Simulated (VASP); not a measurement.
# NaF in VASP: notebook

The runs below take NaF through single point, with r2SCAN, HSE06.

All numbers are computed with VASP 6.6.1; they aren't measurements. Logs are shortened: lines on timing, memory, paths and dates and some standing lists are left out, and cuts for length are marked.

### 1 The cell of the first run

Symmetry: R-3m, No. 166, trigonal system. The conventional cell has a = 3.249 Å, b = 3.249 Å, c = 7.906 Å, α = 90.00°, β = 90.00°, γ = 120.00°. Na (site symmetry -3m) has 6 F at 2.29 Å within 3.0 Å. Within 3.0 Å of F (site symmetry -3m) lie 6 Na at 2.29 Å.

### 2 Single point, r2SCAN (strain along [111] -0.7%)

POSCAR reads:

```
NaF
1.0
   -0.0099543950      2.2872136930      2.2872136930
    2.2872136930     -0.0099543950      2.2872136930
    2.2872136930      2.2872136930     -0.0099543950
Na F
1 1
Direct
    0.0000000000      0.0000000000      0.0000000000
    0.5000000000      0.5000000000      0.5000000000
```

INCAR.step1 reads:

```
SYSTEM = NaF
PREC = Accurate
ENCUT = 520
ISMEAR = 0
SIGMA = 0.01
LREAL = .FALSE.
LASPH = .TRUE.
NELM = 80
NBANDS = 14
GGA = PE
ALGO = Normal
EDIFF = 1E-4
LWAVE = .TRUE.
LCHARG = .FALSE.
```

INCAR.step2 reads:

```
SYSTEM = NaF
PREC = Accurate
ENCUT = 520
EDIFF = 1E-7
ISMEAR = 0
SIGMA = 0.01
LREAL = .FALSE.
LASPH = .TRUE.
NELM = 80
ALGO = Normal
ISIF = 2
LWAVE = .FALSE.
LCHARG = .TRUE.
METAGGA = R2SCAN
LMIXTAU = .TRUE.
LELF = .TRUE.
LVHAR = .TRUE.
NBANDS = 14
ISTART = 1
```

KPOINTS reads:

```
regular mesh
0
G
  10 10 10
  0 0 0
```

Potentials or basis: VASP PAW PBE potentials, release 64 (Na_pv, F).

On the command line:

```console
$ cat potpaw_PBE.64/Na_pv/POTCAR potpaw_PBE.64/F/POTCAR > POTCAR
$ cp INCAR.step1 INCAR
$ mpirun -np 1 vasp_std > vasp.out
$ cp INCAR.step2 INCAR
$ mpirun -np 1 vasp_std > vasp.out
```

OUTCAR:

```text
SYSTEM = NaF
   PREC = Accurate
   ENCUT = 520
   EDIFF = 1E-7
   ISMEAR = 0
   LREAL = .FALSE.
   LASPH = .TRUE.
   NELM = 80
   ISIF = 2
   METAGGA = R2SCAN
   ISTART = 1

 ion  position               nearest neighbor table
   1  0.000  0.000  0.000-   2 2.29   2 2.29   2 2.29   2 2.29   2 2.29   2 2.29
   2  0.500  0.500  0.500-   1 2.29   1 2.29   1 2.29   1 2.29   1 2.29   1 2.29

  LATTYP: Found a trigonal (rhomboedric) cell.
 ALAT       =     3.2346239418
 COS(alpha) =     0.4956431131

  Lattice vectors:

 A1 = (  -0.0099543950,   2.2872136930,   2.2872136930)
 A2 = (   2.2872136930,  -0.0099543950,   2.2872136930)
 A3 = (   2.2872136930,   2.2872136930,  -0.0099543950)

Analysis of symmetry for initial positions (statically):
=====================================================================
 Subroutine PRICEL returns:
 Original cell was already a primitive cell.

 Routine SETGRP: Setting up the symmetry group for a
 trigonal (rhombohedral) supercell.

 Subroutine GETGRP returns: Found 12 space group operations
 (whereof 12 operations were pure point group operations)
 out of a pool of 12 trial point group operations.

The static configuration has the point symmetry D_3d.

Analysis of symmetry for dynamics (positions and initial velocities):
=====================================================================
 Subroutine PRICEL returns:
 Original cell was already a primitive cell.

 Routine SETGRP: Setting up the symmetry group for a
 trigonal (rhombohedral) supercell.

 Subroutine GETGRP returns: Found 12 space group operations
 (whereof 12 operations were pure point group operations)
 out of a pool of 12 trial point group operations.

The dynamic configuration has the point symmetry D_3d.

 Subroutine INISYM returns: Found 12 space group operations
 (whereof 12 operations are pure point group operations),
 and found     1 'primitive' translations

----------------------------------------------------------------------------------------

                                     Primitive cell

  volume of cell :      24.0866

  direct lattice vectors                    reciprocal lattice vectors
    -0.009954395  2.287213693  2.287213693    -0.217184620  0.218133981  0.218133981
     2.287213693 -0.009954395  2.287213693     0.218133981 -0.217184620  0.218133981
     2.287213693  2.287213693 -0.009954395     0.218133981  0.218133981 -0.217184620

  length of vectors
     3.234623942  3.234623942  3.234623942     0.377271821  0.377271821  0.377271821

  position of ions in fractional coordinates (direct lattice)
     0.000000000  0.000000000  0.000000000
     0.500000000  0.500000000  0.500000000

  ion indices of the primitive-cell ions
   primitive index   ion index
                 1           1
                 2           2

----------------------------------------------------------------------------------------

 KPOINTS: regular mesh

Automatic generation of k-mesh.
 Grid dimensions read from file:
 generate k-points for:   10   10   10

 Generating k-lattice:

  Cartesian coordinates                     Fractional coordinates (reciprocal lattice)
    -0.021718462  0.021813398  0.021813398     0.100000000 -0.000000000 -0.000000000
     0.021813398 -0.021718462  0.021813398    -0.000000000  0.100000000 -0.000000000
     0.021813398  0.021813398 -0.021718462    -0.000000000 -0.000000000  0.100000000

  Length of vectors
     0.037727182  0.037727182  0.037727182

  Shift w.r.t. Gamma in fractional coordinates (k-lattice)
     0.000000000  0.000000000  0.000000000

 Subroutine IBZKPT returns following result:
 ===========================================

 Found    116 irreducible k-points:

 Following reciprocal coordinates:
            Coordinates               Weight
  0.000000  0.000000  0.000000      1.000000
  0.100000  0.000000  0.000000      6.000000
  0.200000  0.000000  0.000000      6.000000
  0.300000  0.000000  0.000000      6.000000
  0.400000  0.000000  0.000000      6.000000
  0.500000  0.000000  0.000000      3.000000
[... 16 lines left out ...]
  0.300000  0.300000  0.000000      6.000000
  0.400000  0.300000  0.000000     12.000000
 [... further k-points ...]
   k-points           NKPTS =    116   k-points in BZ     NKDIM =    116   number of bands    NBANDS=     14
   number of dos      NEDOS =    301   number of ions     NIONS =      2
   total plane-waves  NPLWV =  13824
   dimension x,y,z NGX =    24 NGY =   24 NGZ =   24
   dimension x,y,z NGXF=    48 NGYF=   48 NGZF=   48
   ions per type =               1   1
   NGX,Y,Z   is equivalent  to a cutoff of  12.33, 12.33, 12.33 a.u.
   NGXF,Y,Z  is equivalent  to a cutoff of  24.67, 24.67, 24.67 a.u.
 SYSTEM =  NaF
   PREC   = accura    normal or accurate (medium, high low for compatibility)
   ISTART =      1    job   : 0-new  1-cont  2-samecut
   ICHARG =      0    charge: 1-file 2-atom 10-const
   ISPIN  =      1    spin polarized calculation?
   LNONCOLLINEAR =      F non collinear calculations
   LSORBIT =      F    spin-orbit coupling
   LASPH  =      T    aspherical Exc in radial PAW
   ENCUT  =  520.0 eV  38.22 Ry    6.18 a.u.   6.01  6.01  6.01*2*pi/ulx,y,z
   NELM   =     80;   NELMIN=  2; NELMDL=  0     # of ELM steps
   EDIFF  = 0.1E-06   stopping-criterion for ELM
   LREAL  =      F    real-space projection
   EDIFFG = 0.1E-05   stopping-criterion for IOM
   NSW    =      0    number of steps for IOM
   IBRION =     -1    ionic relax: 0-MD 1-quasi-New 2-CG
   NFREE  =      0    steps in history (QN), initial steepest desc. (CG)
   ISIF   =      2    stress and relaxation
   ISYM   =      2    0-nonsym 1-usesym 2-fastsym
   POTIM  = 0.5000    time-step for ionic-motion
   TEBEG  =    0.0;   TEEND  =   0.0 temperature during run
   PSTRESS=    0.0 pullay stress
   NELECT =      14.0000    total number of electrons
   NUPDOWN=      -1.0000    fix difference up-down
   EMIN   =  10.00;   EMAX   =-10.00  energy-range for DOS
   EFERMI =   0.00;   METHOD = LEGACY
   ISMEAR =     0;   SIGMA  =   0.01  broadening in eV -4-tet -1-fermi 0-gaus
   EFERMI_NEDOS =   21; number of points for ismear=-14 and -15
   IALGO  =     38    algorithm
   IMIX   =      4    mixing-type and parameters
     AMIX     =   0.40;   BMIX     =  1.00
     AMIX_MAG =   1.60;   BMIX_MAG =  1.00
  volume/ion in A,a.u.               =      12.04        81.27
  Fermi-wavevector in a.u.,A,eV,Ry     =   1.366235  2.581810 25.396613  1.866598
  Thomas-Fermi vector in A             =   2.492394
   LORBIT       =      0    0 simple, 1 ext, 2 COOP (PROOUT), +10 PAW based schemes
   METAGGA = R2SCAN    functional components
   LHFCALC =     F    Hartree Fock is set to
   AEXX    =    0.0000 exact exchange contribution
   IVDW    =     0    specifies the selected vdW correction
   LEPSILON=     F    determine dielectric tensor
   LRPA    =     F    only Hartree local field effects (RPA)
 non-spin polarized calculation
 Gauss-broadening in eV      SIGMA  =   0.01
  energy-cutoff  :      520.00
  volume of cell :       24.09
 maximum number of plane-waves:       662
   NGX = 13   NGY = 13   NGZ = 13

 number of electron      13.9999995 magnetization

 Free energy of the ion-electron system (eV)
  ---------------------------------------------------
  ext. energy  EPLUGINS =         0.00000000
  ---------------------------------------------------
  free energy    TOTEN  =       -12.60340297 eV

  energy without entropy =      -12.60340297  energy(sigma->0) =      -12.60340297

 E-fermi :  -2.4505     XC(G=0):  -9.9454

 val. band max:       -2.5735398133   @ k =   0.0000   0.0000   0.0000
 cond. band min:       4.7738456798   @ k =   0.0000   0.0000   0.0000
 fundamental gap:      7.3473854931
 Fermi energy:        -2.4505128914

 k-point     1 :       0.0000    0.0000    0.0000
  band No.  band energies     occupation
      1     -22.9362      2.00000
      2     -21.9890      2.00000
      3     -21.9880      2.00000
      4     -21.9880      2.00000
      5      -2.5914      2.00000
      6      -2.5914      2.00000
      7      -2.5735      2.00000
      8       4.7738      0.00000
      9      17.3787      0.00000
     10      17.3787      0.00000
     11      17.5448      0.00000
     12      20.1614      0.00000
     13      22.8061      0.00000
     14      22.8061      0.00000

 k-point     2 :       0.1000    0.0000    0.0000
  band No.  band energies     occupation
      1     -22.9887      2.00000
      2     -21.9900      2.00000
      3     -21.9891      2.00000
      4     -21.9218      2.00000
      5      -2.7836      2.00000
      6      -2.6186      2.00000
      7      -2.6029      2.00000
      8       5.1348      0.00000
      9      16.0767      0.00000
     10      17.5637      0.00000
     11      17.7104      0.00000
     12      21.7560      0.00000
     13      22.4985      0.00000
     14      22.5186      0.00000

 k-point     3 :       0.2000    0.0000    0.0000
  band No.  band energies     occupation
      1     -23.1026      2.00000
      2     -21.9931      2.00000
      3     -21.9918      2.00000
      4     -21.7723      2.00000
      5      -3.2387      2.00000
      6      -2.6893      2.00000
      7      -2.6742      2.00000
      8       6.0738      0.00000
      9      14.3336      0.00000
     10      18.0559      0.00000
     11      18.1951      0.00000
     12      21.9460      0.00000
     13      22.0009      0.00000
     14      23.4654      0.00000
[... 324 lines left out ...]
 k-point    23 :       0.3000    0.3000    0.0000
  band No.  band energies     occupation
      1     -23.0097      2.00000
      2     -22.0248      2.00000
      3     -22.0247      2.00000
      4     -21.8069      2.00000
      5      -3.6735      2.00000
      6      -2.8785      2.00000
      7      -2.8620      2.00000
      8       8.1391      0.00000
      9      12.5841      0.00000
     10      16.9140      0.00000
     11      18.4410      0.00000
     12      18.5522      0.00000
     13      24.9621      0.00000
     14      25.1561      0.00000

 k-point    24 :       0.4000    0.3000    0.0000
  band No.  band energies     occupation
      1     -22.9689      2.00000
      2     -22.0394      2.00000
      3     -22.0302      2.00000
      4     -21.8308      2.00000
      5      -3.7907      2.00000
      6      -2.9895      2.00000
      7      -2.9166      2.00000
      8       9.1800      0.00000
      9      12.0606      0.00000
     10      15.7454      0.00000
     11      18.5670      0.00000
     12      18.7797      0.00000
     13      24.6566      0.00000
     14      25.5727      0.00000

 [... further k-points ...]
[... 5 lines left out ...]
  --------------------------------------------------------------------------------------
  -------------------------------------------------------------------------------------
  Total       -0.0794582     -0.0794582     -0.0794582      0.0229682      0.0229682      0.0229682
  in kB       -5.2853401     -5.2853401     -5.2853401      1.5277836      1.5277836      1.5277836
  external PRESSURE =      -5.2853401 kB  Pullay stress =       0.0000000 kB

 VOLUME and BASIS-vectors are now :
 -----------------------------------------------------------------------------
  energy-cutoff  :      520.00
  volume of cell :       24.09
      direct lattice vectors                 reciprocal lattice vectors
    -0.009954395  2.287213693  2.287213693    -0.217184620  0.218133981  0.218133981
     2.287213693 -0.009954395  2.287213693     0.218133981 -0.217184620  0.218133981
     2.287213693  2.287213693 -0.009954395     0.218133981  0.218133981 -0.217184620

 POSITION                                       TOTAL-FORCE (eV/Angst)
 -----------------------------------------------------------------------------------
      0.00000      0.00000      0.00000         0.000000      0.000000      0.000000
      2.28224      2.28224      2.28224        -0.000000     -0.000000     -0.000000
 -----------------------------------------------------------------------------------
    total drift:                                0.000000     -0.000000      0.000000

  FREE ENERGIE OF THE ION-ELECTRON SYSTEM (eV)
  ---------------------------------------------------
  free  energy   TOTEN  =       -12.6034029699 eV

  energy  without entropy=      -12.6034029699  energy(sigma->0) =      -12.60340297
```

Wall time 87 s (1 thread of Intel Xeon Platinum 8259CL at 2.50GHz (Skylake/Cascade Lake), shared host); peak memory 0.16 GiB.

Results:

| Item | Value |
| --- | --- |
| Free energy | -12.6034 eV |
| Pressure | -0.5 GPa |
| Band gap on the k mesh | 7.35 eV |

Levels at points of the mesh, in eV from the valence-band top:
| k point | band 4 | band 5 | band 6 | band 7 | band 8 | band 9 | band 10 | band 11 |
| --- | --- | --- | --- | --- | --- | --- | --- | --- |
| (0.00, 0.00, 0.00) | -19.41 | -0.02 | -0.02 | 0.00 | 7.35 | 19.95 | 19.95 | 20.12 |
| (0.50, 0.00, 0.00) | -18.89 | -1.63 | -0.30 | -0.28 | 11.83 | 13.67 | 21.75 | 21.84 |
| (0.50, 0.50, 0.00) | -19.47 | -1.32 | -0.44 | -0.42 | 14.02 | 14.33 | 15.17 | 21.49 |
| (0.50, 0.50, 0.50) | -18.89 | -1.63 | -0.31 | -0.31 | 11.83 | 13.75 | 21.69 | 21.69 |

Caveat: the cell differs from its parent crystal (strain along [111] -0.7%); the PAW data sets were made with another functional, which shifts forces and pressure a little.

### 3 Single point, HSE06 (strain -0.9%)

POSCAR reads:

```
NaF
1.0
    0.0000000000      2.2771827257      2.2771827257
    2.2771827257      0.0000000000      2.2771827257
    2.2771827257      2.2771827257      0.0000000000
Na F
1 1
Direct
    0.0000000000      0.0000000000      0.0000000000
    0.5000000000      0.5000000000      0.5000000000
```

INCAR.step1 reads:

```
ALGO = Normal
EDIFF = 1E-5
ENCUT = 520
GGA = PE
ISIF = 2
ISMEAR = 0
LASPH = True
LREAL = False
LWAVE = True
NBANDS = 14
NELM = 60
PREC = Accurate
SIGMA = 0.01
```

INCAR.step2 reads:

```
ALGO = Normal
EDIFF = 1E-6
ENCUT = 520
GGA = PE
HFSCREEN = 0.2079
ISIF = 2
ISMEAR = 0
ISTART = 1
LASPH = True
LCHARG = True
LELF = True
LHFCALC = True
LREAL = False
LVHAR = True
LWAVE = False
NBANDS = 14
NELM = 60
PREC = Accurate
PRECFOCK = Normal
SIGMA = 0.01
```

KPOINTS reads:

```
k-points
0
Gamma
  6 6 6
```

Potentials or basis: VASP PAW PBE potentials, release 64 (Na_pv, F).

On the command line:

```console
$ cat potpaw_PBE.64/Na_pv/POTCAR potpaw_PBE.64/F/POTCAR > POTCAR
$ cp INCAR.step1 INCAR
$ mpirun -np 1 vasp_std > vasp.out
$ cp INCAR.step2 INCAR
$ mpirun -np 1 vasp_std > vasp.out
```

It took 9.9 min on 1 thread of Intel Xeon Platinum 8259CL at 2.50GHz (Skylake/Cascade Lake), shared host; peak memory 0.24 GiB.

It converged, with:

```
Free energy            : -10.2980 eV
Pressure               : 3.2 GPa
Band gap on the k mesh : 8.77 eV
```

Levels at points of the mesh, in eV from the valence-band top:
| k point | band 3 | band 4 | band 5 | band 6 | band 7 | band 8 | band 9 | band 10 | band 11 | band 12 |
| --- | --- | --- | --- | --- | --- | --- | --- | --- | --- | --- |
| (0.00, 0.00, 0.00) | -20.21 | -20.21 | 0.00 | 0.00 | 0.00 | 8.77 | 21.77 | 21.77 | 21.77 | 24.49 |
| (0.50, 0.00, 0.00) | -20.22 | -19.48 | -1.74 | -0.30 | -0.30 | 13.35 | 15.32 | 23.16 | 23.16 | 26.23 |
| (0.50, 0.50, 0.00) | -20.27 | -20.27 | -1.41 | -0.46 | -0.46 | 15.69 | 15.99 | 16.53 | 23.11 | 23.11 |

Caveat: the cell differs from its parent crystal (strain -0.9%); the cell stands under pressure; the PAW data sets were made with another functional, which shifts forces and pressure a little.
